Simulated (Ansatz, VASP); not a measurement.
## Two plane-wave programs on KMgF3

INCAR

```
  PREC = Accurate
  ENCUT = 520
  EDIFF = 1E-7
  ISMEAR = 0
  SIGMA = 0.02
  LREAL = False
  LASPH = True
  NELM = 100
  ALGO = Normal
  ISIF = 2
  LWAVE = False
  LCHARG = False
  GGA = PE
  NBANDS = 24
```

Contents of KPOINTS:

```
regular mesh
0
Gamma
  6 6 6
```

Contents of POSCAR:

```
KMgF3
1.0
    4.0538824298      0.0000000000      0.0000000000
    0.0000000000      4.0538824298      0.0000000000
    0.0000000000      0.0000000000      4.0538824298
K Mg F
1 1 3
Direct
    0.5000000000      0.5000000000      0.5000000000
    0.0000000000      0.0000000000      0.0000000000
    0.0000000000      0.5000000000      0.0000000000
    0.0000000000      0.0000000000      0.5000000000
    0.5000000000      0.0000000000      0.0000000000
```

Input for Ansatz:

```yaml
crystal:
  lattice:
    - [4.0538824298, 0.0, 0.0]
    - [0.0, 4.0538824298, 0.0]
    - [0.0, 0.0, 4.0538824298]
  atoms:
    - { symbol: K, position: [0.5, 0.5, 0.5] }
    - { symbol: Mg, position: [0.0, 0.0, 0.0] }
    - { symbol: F, position: [0.0, 0.5, 0.0] }
    - { symbol: F, position: [0.0, 0.0, 0.5] }
    - { symbol: F, position: [0.5, 0.0, 0.0] }
basis:
  ecutwfc: 420
  xc_grid: 2
kpoints:
  mp_grid: { grid: [6, 6, 6] }
  band_path: { path: [VBM, CBM], npoints: 2 }
hamiltonian:
  xc: pbe
scf:
  occupations: { method: gaussian, width: 0.02 }
output:
  forces: true
  stress: true
  eigenvalues: true
```

Alike in both runs: task single point; functional PBE; k mesh 6 × 6 × 6; occupations gaussian, width 0.02 eV; no spin polarisation.

|  | VASP | Ansatz |
| --- | --- | --- |
| version | VASP 6.6.1 | Ansatz 0.2.0 |
| potentials or method | VASP PAW PBE potentials, release 64 (K_sv, Mg, F), cutoff 520 eV | scalar-relativistic, plane waves, PAW |
| valence electrons in the cell | 32 | 40 |

```tsv
	VASP	Ansatz	Ansatz less VASP
gap on the k mesh at the Fermi level (eV)	6.93	6.96	+0.031
least direct gap on the mesh (eV)	7.25	7.28	+0.029
pressure (GPa)	-0.4	0.0	+0.42
```

VASP's potentials hold 32 valence electrons a cell and Ansatz's 40, so a difference there can come from the potentials and not from the codes.
